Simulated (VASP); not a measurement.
Al, 1 atom in the cell. The structure is cubic, space group Fm-3m (No. 225). The conventional cell has a = 4.040 Å, b = 4.040 Å, c = 4.040 Å, α = 90.00°, β = 90.00°, γ = 90.00°. Al (site symmetry m-3m) has 12 Al at 2.86 Å within 3.8 Å. 

| Item | Value |
| --- | --- |
| Program | VASP 6.6.1 |
| Task | single point |
| Functional | PBE |
| Potentials or basis | VASP PAW PBE potentials, release 64 (Al) |
| Cutoff | 520 eV |
| k mesh | 17 × 17 × 17 |
| Occupations | fermi-dirac, width 0.08 eV |
| Spin | no spin polarisation |
| Dipole correction | no |
| Further INCAR settings | ALGO = Normal; EDIFF = 1e-06; NBANDS = 8 |

Potentials or basis: VASP PAW PBE potentials, release 64 (Al).

Command:

```console
$ cat potpaw_PBE.64/Al/POTCAR > POTCAR
$ mpirun -np 1 vasp_std > vasp.out
```

Hardware: 1 thread of AMD EPYC 7R13, on a shared host.

Question: Estimate the wall time of this run.

Answer: Wall time 33 s on 1 thread of AMD EPYC 7R13, with other jobs on the host, peak memory 0.11 GiB. Counts: scf iterations 10, k points 165.
